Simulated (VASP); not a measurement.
# GaGe3 (Fm-3m) in VASP: a series of runs

The runs below take GaGe3 through relaxation of cell and atoms, with PBE.

All numbers are computed with VASP 6.6.1; they aren't measurements. Logs are shortened: lines on timing, memory, paths and dates and some standing lists are left out, and cuts for length are marked.

### 1 The cell of the first run

The structure is cubic, space group Fm-3m (No. 225). The conventional cell has a = 6.774 Å, b = 6.774 Å, c = 6.774 Å, α = 90.00°, β = 90.00°, γ = 90.00°. Within 3.9 Å of Ga (site symmetry m-3m) lie 14 Ge at 2.93 to 3.39 Å. Within 3.9 Å of Ge (site symmetry -43m) lie 4 Ga at 2.93 Å and 10 Ge at 2.93 to 3.39 Å. Ge (site symmetry m-3m) has 8 Ge at 2.93 Å and 6 Ga at 3.39 Å within 3.9 Å.

### 2 Relaxation of cell and atoms, PBE, target pressure 2 GPa, at which the enthalpy is minimised

The input, INCAR:

```
SYSTEM = GaGe3
ALGO = Normal
EDIFF = 1E-6
EDIFFG = -0.01
ENCUT = 600
GGA = PE
IBRION = 2
ISIF = 3
ISMEAR = 1
LASPH = .TRUE.
LCHARG = .FALSE.
LREAL = .FALSE.
LWAVE = .FALSE.
NELM = 80
NSW = 80
PREC = Accurate
PSTRESS = 20.0
SIGMA = 0.1
```

The input, KPOINTS:

```
k-points
0
G
  5 5 5
  0 0 0
```

The input, POSCAR:

```
GaGe3
1.0
    0.0000000000      3.3871670000      3.3871670000
    3.3871670000      0.0000000000      3.3871670000
    3.3871670000      3.3871670000      0.0000000000
Ga Ge
1 3
Direct
    0.0000000000      0.0000000000      0.0000000000
    0.2500000000      0.2500000000      0.2500000000
    0.7500000000      0.7500000000      0.7500000000
    0.5000000000      0.5000000000      0.5000000000
```

Potentials or basis: VASP PAW PBE potentials, release 64 (Ga_d, Ge_d).

On the command line:

```console
$ cat potpaw_PBE.64/Ga_d/POTCAR potpaw_PBE.64/Ge_d/POTCAR > POTCAR
$ mpirun -np 1 vasp_std > vasp.out
```

OUTCAR:

```text
SYSTEM = GaGe3
   EDIFF = 1E-6
   EDIFFG = -0.01
   ENCUT = 600
   GGA = PE
   IBRION = 2
   ISIF = 3
   ISMEAR = 1
   LASPH = .TRUE.
   LREAL = .FALSE.
   NELM = 80
   NSW = 80
   PREC = Accurate
   PSTRESS = 20.0

 ion  position               nearest neighbor table
   1  0.000  0.000  0.000-
   2  0.250  0.250  0.250-
   3  0.750  0.750  0.750-
   4  0.500  0.500  0.500-

  LATTYP: Found a face centered cubic cell.
 ALAT       =     6.7743340000

  Lattice vectors:

 A1 = (   0.0000000000,   3.3871670000,   3.3871670000)
 A2 = (   3.3871670000,   0.0000000000,   3.3871670000)
 A3 = (   3.3871670000,   3.3871670000,   0.0000000000)

Analysis of symmetry for initial positions (statically):
=====================================================================
 Subroutine PRICEL returns:
 Original cell was already a primitive cell.

 Routine SETGRP: Setting up the symmetry group for a
 face centered cubic supercell.

 Subroutine GETGRP returns: Found 48 space group operations
 (whereof 48 operations were pure point group operations)
 out of a pool of 48 trial point group operations.

The static configuration has the point symmetry O_h .

Analysis of symmetry for dynamics (positions and initial velocities):
=====================================================================
 Subroutine PRICEL returns:
 Original cell was already a primitive cell.

 Routine SETGRP: Setting up the symmetry group for a
 face centered cubic supercell.

 Subroutine GETGRP returns: Found 48 space group operations
 (whereof 48 operations were pure point group operations)
 out of a pool of 48 trial point group operations.

The dynamic configuration has the point symmetry O_h .

 Subroutine INISYM returns: Found 48 space group operations
 (whereof 48 operations are pure point group operations),
 and found     1 'primitive' translations

----------------------------------------------------------------------------------------

                                     Primitive cell

  volume of cell :      77.7213

  direct lattice vectors                    reciprocal lattice vectors
     0.000000000  3.387167000  3.387167000    -0.147615987  0.147615987  0.147615987
     3.387167000  0.000000000  3.387167000     0.147615987 -0.147615987  0.147615987
     3.387167000  3.387167000  0.000000000     0.147615987  0.147615987 -0.147615987

  length of vectors
[... 56 lines left out ...]
   dimension x,y,z NGX =    40 NGY =   40 NGZ =   40
   dimension x,y,z NGXF=    80 NGYF=   80 NGZF=   80
   ions per type =               1   3
   NGX,Y,Z   is equivalent  to a cutoff of  13.88, 13.88, 13.88 a.u.
   NGXF,Y,Z  is equivalent  to a cutoff of  27.76, 27.76, 27.76 a.u.
 SYSTEM =  GaGe3
   PREC   = accura    normal or accurate (medium, high low for compatibility)
   ISTART =      0    job   : 0-new  1-cont  2-samecut
   ICHARG =      2    charge: 1-file 2-atom 10-const
   ISPIN  =      1    spin polarized calculation?
   LNONCOLLINEAR =      F non collinear calculations
   LSORBIT =      F    spin-orbit coupling
   LASPH  =      T    aspherical Exc in radial PAW
   ENCUT  =  600.0 eV  44.10 Ry    6.64 a.u.   9.57  9.57  9.57*2*pi/ulx,y,z
   NELM   =     80;   NELMIN=  2; NELMDL= -5     # of ELM steps
   EDIFF  = 0.1E-05   stopping-criterion for ELM
   LREAL  =      F    real-space projection
   EDIFFG = -.1E-01   stopping-criterion for IOM
   NSW    =     80    number of steps for IOM
   IBRION =      2    ionic relax: 0-MD 1-quasi-New 2-CG
   NFREE  =      1    steps in history (QN), initial steepest desc. (CG)
   ISIF   =      3    stress and relaxation
   ISYM   =      2    0-nonsym 1-usesym 2-fastsym
   POTIM  = 0.5000    time-step for ionic-motion
   TEBEG  =    0.0;   TEEND  =   0.0 temperature during run
   PSTRESS=   20.0 pullay stress
   NELECT =      55.0000    total number of electrons
   NUPDOWN=      -1.0000    fix difference up-down
   EMIN   =  10.00;   EMAX   =-10.00  energy-range for DOS
   EFERMI =   0.00;   METHOD = LEGACY
   ISMEAR =     1;   SIGMA  =   0.10  broadening in eV -4-tet -1-fermi 0-gaus
   EFERMI_NEDOS =   21; number of points for ismear=-14 and -15
   IALGO  =     38    algorithm
   IMIX   =      4    mixing-type and parameters
     AMIX     =   0.40;   BMIX     =  1.00
     AMIX_MAG =   1.60;   BMIX_MAG =  1.00
  volume/ion in A,a.u.               =      19.43       131.12
  Fermi-wavevector in a.u.,A,eV,Ry     =   1.458867  2.756859 28.957195  2.128294
  Thomas-Fermi vector in A             =   2.575501
   LORBIT       =      0    0 simple, 1 ext, 2 COOP (PROOUT), +10 PAW based schemes
   GGA     = PE    functional components
   LHFCALC =     F    Hartree Fock is set to
   AEXX    =    0.0000 exact exchange contribution
   IVDW    =     0    specifies the selected vdW correction
   LEPSILON=     F    determine dielectric tensor
   LRPA    =     F    only Hartree local field effects (RPA)
 conjugate gradient relaxation of ions
 non-spin polarized calculation
 Methfessel and Paxton  Order N= 1 SIGMA  =   0.10
  energy-cutoff  :      600.00
  volume of cell :       77.72
 maximum number of plane-waves:      2637
 NGX is ok and might be reduce to    40
   NGX = 19   NGY = 19   NGZ = 19

--------------------------------------- Ionic step        1  -------------------------------------------

 number of electron      55.0000036 magnetization

 Free energy of the ion-electron system (eV)
  ---------------------------------------------------
  ext. energy  EPLUGINS =         0.00000000
  ---------------------------------------------------
  free energy    TOTEN  =       -15.30342623 eV

  energy without entropy =      -15.29955711  energy(sigma->0) =      -15.30213652

------------------------ aborting loop because EDIFF is reached ----------------------------------------

  FORCE on cell =-STRESS in cart. coord.  units (eV):
  Direction    XX          YY          ZZ          XY          YZ          ZX
  --------------------------------------------------------------------------------------
  -------------------------------------------------------------------------------------
  Total       -0.9789576     -0.9789576     -0.9789576      0.0000000      0.0000000      0.0000000
  in kB      -20.1806267    -20.1806267    -20.1806267      0.0000000      0.0000000      0.0000000
  external PRESSURE =     -40.1806267 kB  Pullay stress =      20.0000000 kB
[... 147 lines left out ...]
--------------------------------------- Ionic step        5  -------------------------------------------

 number of electron      54.9999971 magnetization

 Free energy of the ion-electron system (eV)
  ---------------------------------------------------
  ext. energy  EPLUGINS =         0.00000000
  ---------------------------------------------------
  free energy    TOTEN  =       -15.31012276 eV

  energy without entropy =      -15.31093045  energy(sigma->0) =      -15.31039199

 E-fermi :   7.1037     XC(G=0): -11.4109

 val. band max:        7.0816197509   @ k =   0.2000   0.2000   0.0000
 cond. band min:       7.2672570389   @ k =   0.2000   0.0000   0.0000
 fundamental gap:      0.1856372881
 Fermi energy:         7.1037275547

 k-point     1 :       0.0000    0.0000    0.0000
  band No.  band energies     occupation
      1     -17.9461      2.00000
      2     -17.9461      2.00000
      3     -17.9419      2.00000
      4     -17.9419      2.00000
      5     -17.9419      2.00000
      6     -17.9076      2.00000
[... 384 lines left out ...]
  energy  without entropy=      -15.3109304547  energy(sigma->0) =      -15.31039199

  enthalpy is  TOTEN    =       -14.3996899878 eV   P V=        0.9104327701

 reached required accuracy - stopping structural energy minimisation
```

CONTCAR:

```text
GaGe3
   1.00000000000000
     0.0000000000000000    3.3161397474579619    3.3161397474579619
     3.3161397474579619   -0.0000000000000000    3.3161397474579619
     3.3161397474579619    3.3161397474579619    0.0000000000000000
  Ga              Ge
     1     3
Direct
     1.0000000000000000    0.0000000000000000    1.0000000000000000
     0.2500000000000000    0.2500000000000000    0.2500000000000000
     0.7500000000000000    0.7500000000000000    0.7500000000000000
     0.5000000000000000    0.5000000000000000    0.5000000000000000

  0.00000000E+00  0.00000000E+00  0.00000000E+00
  0.00000000E+00  0.00000000E+00  0.00000000E+00
  0.00000000E+00  0.00000000E+00  0.00000000E+00
  0.00000000E+00  0.00000000E+00  0.00000000E+00
```

Run time: 2.1 min. Hardware: 1 thread of AMD EPYC 7R13 (Zen 3), shared host; peak memory 0.22 GiB.

What came out:

```yaml
Free_energy: -15.3101 eV
Relaxed_volume: 18.23 Å³/atom
Relaxed_cell: a = 4.690 Å, b = 4.690 Å, c = 4.690 Å, α = 60.00°, β = 60.00°, γ = 60.00°
Space_group_after_relaxing_to_0.05_Å: Fm-3m (No. 225)
Energy_change_on_relaxing_the_enthalpy_is_what_falls: -1.7 meV/atom
Ionic_steps: 5
Pressure_after_relaxing: 2.0 GPa
```

Step by step:
```tsv
step	energy change (eV)	largest force (eV/Å)	pressure (GPa)	volume (Å³)
1	0.0000	0.0000	-2.02	77.72
2	0.0010	0.0000	2.47	72.37
3	-0.0052	0.0000	2.12	72.81
4	-0.0068	0.0000	1.85	72.94
5	-0.0067	0.0000	1.98	72.93
```

Final structure:
```cif
data_structure
_symmetry_space_group_name_H-M 'P 1'
_symmetry_Int_Tables_number 1
_cell_length_a 4.6897
_cell_length_b 4.6897
_cell_length_c 4.6897
_cell_angle_alpha 60.000
_cell_angle_beta 60.000
_cell_angle_gamma 60.000
_cell_volume 72.93
loop_
_atom_site_label
_atom_site_type_symbol
_atom_site_fract_x
_atom_site_fract_y
_atom_site_fract_z
_atom_site_occupancy
Ga1 Ga 0.00000 0.00000 0.00000 1
Ge1 Ge 0.25000 0.25000 0.25000 1
Ge2 Ge 0.75000 0.75000 0.75000 1
Ge3 Ge 0.50000 0.50000 0.50000 1
```

Caveat: the cell is relaxed towards a set pressure, so the enthalpy falls and the energy may rise; the bands computed are all filled at some k points, so no gap is given.

### 3 Relaxation of cell and atoms, PBE, target pressure 5 GPa, at which the enthalpy is minimised

The input, INCAR:

```
PREC = Accurate
ENCUT = 600
EDIFF = 1E-7
ISMEAR = 1
SIGMA = 0.1
LREAL = F
LASPH = T
NELM = 100
ALGO = Normal
ISIF = 3
LWAVE = F
LCHARG = F
GGA = PE
IBRION = 2
NSW = 80
EDIFFG = -0.01
PSTRESS = 50.0
```

The input, KPOINTS:

```
Automatic mesh
0
Gamma
  5 5 5
```

POSCAR is that of step 2.

Potentials or basis: VASP PAW PBE potentials, release 64 (Ga_d, Ge_d).

On the command line:

```console
$ cat potpaw_PBE.64/Ga_d/POTCAR potpaw_PBE.64/Ge_d/POTCAR > POTCAR
$ mpirun -np 1 vasp_std > vasp.out
```

OUTCAR:

```text
PREC = Accurate
   ENCUT = 600
   EDIFF = 1E-7
   ISMEAR = 1
   LREAL = F
   LASPH = T
   NELM = 100
   ISIF = 3
   GGA = PE
   IBRION = 2
   NSW = 80
   EDIFFG = -0.01
   PSTRESS = 50.0

 ion  position               nearest neighbor table
   1  0.000  0.000  0.000-
   2  0.250  0.250  0.250-
   3  0.750  0.750  0.750-
   4  0.500  0.500  0.500-

  LATTYP: Found a face centered cubic cell.
 ALAT       =     6.7743340000

  Lattice vectors:

 A1 = (   0.0000000000,   3.3871670000,   3.3871670000)
 A2 = (   3.3871670000,   0.0000000000,   3.3871670000)
 A3 = (   3.3871670000,   3.3871670000,   0.0000000000)

Analysis of symmetry for initial positions (statically):
=====================================================================
 Subroutine PRICEL returns:
 Original cell was already a primitive cell.

 Routine SETGRP: Setting up the symmetry group for a
 face centered cubic supercell.

 Subroutine GETGRP returns: Found 48 space group operations
 (whereof 48 operations were pure point group operations)
 out of a pool of 48 trial point group operations.

[... 133 lines left out ...]
   LRPA    =     F    only Hartree local field effects (RPA)
 conjugate gradient relaxation of ions
 non-spin polarized calculation
 Methfessel and Paxton  Order N= 1 SIGMA  =   0.10
  energy-cutoff  :      600.00
  volume of cell :       77.72
 maximum number of plane-waves:      2637
 NGX is ok and might be reduce to    40
   NGX = 19   NGY = 19   NGZ = 19

--------------------------------------- Ionic step        1  -------------------------------------------

 number of electron      55.0000036 magnetization

 Free energy of the ion-electron system (eV)
  ---------------------------------------------------
  ext. energy  EPLUGINS =         0.00000000
  ---------------------------------------------------
  free energy    TOTEN  =       -15.30342633 eV

  energy without entropy =      -15.29955711  energy(sigma->0) =      -15.30213659

------------------------ aborting loop because EDIFF is reached ----------------------------------------

  FORCE on cell =-STRESS in cart. coord.  units (eV):
  Direction    XX          YY          ZZ          XY          YZ          ZX
  --------------------------------------------------------------------------------------
  -------------------------------------------------------------------------------------
  Total       -0.9885068     -0.9885068     -0.9885068      0.0000000      0.0000000      0.0000000
  in kB      -20.3774775    -20.3774775    -20.3774775      0.0000000      0.0000000      0.0000000
  external PRESSURE =     -70.3774775 kB  Pullay stress =      50.0000000 kB
[... 67 lines left out ...]
--------------------------------------- Ionic step        3  -------------------------------------------

 number of electron      55.0000007 magnetization

 Free energy of the ion-electron system (eV)
  ---------------------------------------------------
  ext. energy  EPLUGINS =         0.00000000
  ---------------------------------------------------
  free energy    TOTEN  =       -15.25013820 eV

  energy without entropy =      -15.25384240  energy(sigma->0) =      -15.25137293

 E-fermi :   7.5607     XC(G=0): -11.6116

 val. band max:        7.4320948052   @ k =   0.4000   0.2000   0.0000
 cond. band min:       7.5822980935   @ k =   0.2000   0.2000   0.0000
 fundamental gap:      0.1502032883
 Fermi energy:         7.5606921759

 k-point     1 :       0.0000    0.0000    0.0000
  band No.  band energies     occupation
      1     -17.5427      2.00000
      2     -17.5427      2.00000
      3     -17.5427      2.00000
      4     -17.5420      2.00000
      5     -17.5420      2.00000
      6     -17.4833      2.00000
[... 384 lines left out ...]
  energy  without entropy=      -15.2538424025  energy(sigma->0) =      -15.25137293

  enthalpy is  TOTEN    =       -13.0619522723 eV   P V=        2.1881859285

 reached required accuracy - stopping structural energy minimisation
```

OSZICAR:

```text
N       E                     dE             d eps       ncg     rms          rms(c)
DAV:   1     0.439408988228E+03    0.43941E+03   -0.30067E+04   796   0.480E+03
DAV:   2     0.678085593132E+02   -0.37160E+03   -0.36518E+03   668   0.844E+02
DAV:   3    -0.106367201161E+02   -0.78445E+02   -0.77917E+02   702   0.225E+02
[... 33 lines left out ...]
DAV:   7    -0.152501419745E+02    0.25464E-05   -0.62520E-05   882   0.179E-01    0.126E-02
DAV:   8    -0.152501383725E+02    0.36020E-05   -0.72550E-06   836   0.969E-02    0.448E-03
DAV:   9    -0.152501380888E+02    0.28368E-06   -0.18514E-06   829   0.278E-02    0.434E-04
DAV:  10    -0.152501381894E+02   -0.10060E-06   -0.81520E-07   513   0.936E-03    0.283E-04
DAV:  11    -0.152501382009E+02   -0.11465E-07   -0.25007E-08   366   0.235E-03
   3 F= -.13061952E+02 E0= -.13063187E+02  d E =-.184015E+00
```

It took 2.8 min on 1 thread of AMD EPYC 7R13 (Zen 3), shared host; peak memory 0.22 GiB.

What came out:

```yaml
Free_energy: -15.2501 eV
Relaxed_volume: 17.53 Å³/atom
Relaxed_cell: a = 4.629 Å, b = 4.629 Å, c = 4.629 Å, α = 60.00°, β = 60.00°, γ = 60.00°
Space_group_after_relaxing_to_0.05_Å: Fm-3m (No. 225)
Energy_change_on_relaxing_the_enthalpy_is_what_falls: +13.3 meV/atom
Ionic_steps: 3
Pressure_after_relaxing: 5.0 GPa
```

The path:
```csv
step,energy change (eV),largest force (eV/Å),pressure (GPa),volume (Å³)
1,0.0000,0.0000,-2.04,77.72
2,0.1144,0.0000,7.15,68.51
3,0.0533,0.0000,5.05,70.12
```

Final structure:
```
Ga Ge
1.0
     0.00000    3.27289    3.27289
     3.27289    0.00000    3.27289
     3.27289    3.27289    0.00000
Ga Ge
1 3
Direct
  0.00000 0.00000 0.00000
  0.25000 0.25000 0.25000
  0.75000 0.75000 0.75000
  0.50000 0.50000 0.50000
```

Caveat: the cell is relaxed towards a set pressure, so the enthalpy falls and the energy may rise; the bands computed are all filled at some k points, so no gap is given.

### 4 Relaxation of cell and atoms, PBE, target pressure 10 GPa, at which the enthalpy is minimised

The input, INCAR:

```
PREC = Accurate
ENCUT = 600
EDIFF = 1E-7
ISMEAR = 1
SIGMA = 0.1
LREAL = False
LASPH = True
NELM = 80
ALGO = Normal
ISIF = 3
LWAVE = False
LCHARG = False
GGA = PE
IBRION = 2
NSW = 80
EDIFFG = -0.01
PSTRESS = 100.0
```

The input, KPOINTS:

```
regular mesh
0
Gamma
  5 5 5
```

POSCAR is that of step 3.

On the command line:

```console
$ cat potpaw_PBE.64/Ga_d/POTCAR potpaw_PBE.64/Ge_d/POTCAR > POTCAR
$ mpirun -np 1 vasp_std > vasp.out
```

Wall time 3.2 min (1 thread of AMD EPYC 7R13 (Zen 3), shared host); peak memory 0.22 GiB.

It converged, with:

* Free energy: -15.0928 eV
* Relaxed volume: 16.68 Å³/atom
* Relaxed cell: a = 4.552 Å, b = 4.552 Å, c = 4.552 Å, α = 60.00°, β = 60.00°, γ = 60.00°
* Space group after relaxing (to 0.05 Å): Fm-3m (No. 225)
* Energy change on relaxing (the enthalpy is what falls): +52.7 meV/atom
* Ionic steps: 3
* Pressure after relaxing: 10.0 GPa

The path:
```
step  energy change (eV)  largest force (eV/Å)  pressure (GPa)  volume (Å³)
   1              0.0000                0.0000           -2.04        77.72
   2              0.5840                0.0000           18.26        62.43
   3              0.2107                0.0000           10.01        66.70
```

Final structure:
```
CELL_PARAMETERS angstrom
0.00000 3.21885 3.21885
3.21885 0.00000 3.21885
3.21885 3.21885 0.00000
ATOMIC_POSITIONS crystal
Ga 0.00000 0.00000 0.00000
Ge 0.25000 0.25000 0.25000
Ge 0.75000 0.75000 0.75000
Ge 0.50000 0.50000 0.50000
```

Levels at points of the mesh, in eV from the Fermi level:
| k point | band 24 | band 25 | band 26 | band 27 | band 28 | band 29 | band 30 | band 31 |
| --- | --- | --- | --- | --- | --- | --- | --- | --- |
| (0.00, 0.00, 0.00) | -2.25 | -2.25 | -2.25 | -1.98 | -1.98 | -1.98 | -0.41 | -0.14 |

Caveat: the cell is relaxed towards a set pressure, so the enthalpy falls and the energy may rise; the bands computed are all filled at some k points, so no gap is given.

### 5 The runs side by side

```csv
cell,pressure (GPa)
relaxed to 2 GPa,2.0
relaxed to 5 GPa,5.0
relaxed to 10 GPa,10.0
```

Alike in all rows: task relaxation of cell and atoms; level PBE; potentials or basis VASP PAW PBE potentials, release 64 (Ga_d, Ge_d); no spin polarisation; k mesh 5 × 5 × 5; cutoff (eV) 600; smearing methfessel-paxton 0.1 eV.

Caveats: the cell is relaxed towards a set pressure, so the enthalpy falls and the energy may rise; the bands computed are all filled at some k points, so no gap is given.

Absolute energies hang on the potentials; compare differences alone.
